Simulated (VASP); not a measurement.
Write the native input for VASP 6.6.1 that does the following.

- Task: relaxation of cell and atoms
- Functional: PBE
- Potentials or basis: VASP PAW PBE potentials, release 64 (Si, B, C)
- Cutoff: 600 eV
- k mesh: 4 × 4 × 6
- Occupations: gaussian, width 0.1 eV
- Spin: no spin polarisation
- Dipole correction: no
- Further INCAR settings: ALGO = Normal; EDIFF = 1e-06; IBRION = 2; EDIFFG = -0.04; NSW = 90; ISIF = 3

The structure of Si2B2C lies in POSCAR:

```
Si2B2C
1.0
    4.3816468064      0.0000000000      0.0000000000
    0.0000000000      4.3816468064      0.0000000000
    0.0000000000      0.0000000000      2.8336336791
Si B C
2 2 1
Direct
    0.0000000000      0.5000000000      0.5000000000
    0.5000000000      0.0000000000      0.5000000000
    0.0000000000      0.0000000000      0.5000000000
    0.5000000000      0.5000000000      0.0000000000
    0.0000000000      0.0000000000      0.0000000000
```

These files were run (other wordings do the same):

INCAR

```
ALGO = Normal
EDIFF = 1E-6
EDIFFG = -0.04
ENCUT = 600
GGA = PE
IBRION = 2
ISIF = 3
ISMEAR = 0
LASPH = True
LCHARG = False
LREAL = False
LWAVE = False
NELM = 100
NSW = 90
PREC = Accurate
SIGMA = 0.1
```

KPOINTS

```
k-points
0
Gamma
  4 4 6
```

Potentials or basis: VASP PAW PBE potentials, release 64 (Si, B, C).

Run with:

```bash
$ cat potpaw_PBE.64/Si/POTCAR potpaw_PBE.64/B/POTCAR potpaw_PBE.64/C/POTCAR > POTCAR
$ mpirun -np 1 vasp_std > vasp.out
```

Results of the run:

```json
{"Relaxed volume": "10.96 Å³/atom", "Relaxed cell": "a = 4.411 Å, b = 4.411 Å, c = 2.817 Å, α = 90.00°, β = 90.00°, γ = 90.00°", "Space group after relaxing (to 0.05 Å)": "P4/mmm (No. 123)", "Energy gained by relaxing": "0.8 meV/atom", "Ionic steps": "5", "Pressure after relaxing": "-0.1 GPa", "Band gap on the k mesh": "zero (band 9 reaches 10.31 eV, above the bottom of band 10 at 5.75 eV)"}
```

Caveat: the k points lie up to 0.37 Å⁻¹ apart in the final cell.

Wall time 44 s on 1 thread of Intel(R) Xeon(R) Platinum 8259CL CPU @ 2.50GHz (Skylake/Cascade Lake), with other jobs on the host, peak memory 0.18 GiB.
